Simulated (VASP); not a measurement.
SnSe4, 5 atoms in the cell. The structure is cubic, space group P-43m (No. 215). Conventional cell: a = 5.119 Å, b = 5.119 Å, c = 5.119 Å, α = 90.00°, β = 90.00°, γ = 90.00°. Within 3.5 Å of Sn (site symmetry -43m) lie 4 Se at 2.62 Å. Within 3.5 Å of Se (site symmetry 3m) lie 1 Sn at 2.62 Å and 3 Se at 2.96 Å. The cell was built from a structure type or drawn by symmetry, and may not be a known phase.

* Program: VASP 6.6.1
* Task: single point
* Functional: PBE
* Potentials or basis: VASP PAW PBE potentials, release 64 (Sn_d, Se)
* Cutoff: 520 eV
* k mesh: 4 × 4 × 4
* Occupations: gaussian, width 0.1 eV
* Spin: no spin polarisation
* Dipole correction: no
* Further INCAR settings: ALGO = Normal; EDIFF = 1e-06; NBANDS = 27

Potentials or basis: VASP PAW PBE potentials, release 64 (Sn_d, Se).

Launch:

```console
$ cat potpaw_PBE.64/Sn_d/POTCAR potpaw_PBE.64/Se/POTCAR > POTCAR
$ mpirun -np 1 vasp_std > vasp.out
```

Hardware: 1 thread of Intel Xeon 8259CL, on a shared host.

**Question.** How long does it take, and how much memory?

**Answer.** Run time: 41 s on 1 thread of Intel Xeon 8259CL (shared host), peak memory 0.25 GiB. Counts: scf iterations 13, k points 10.
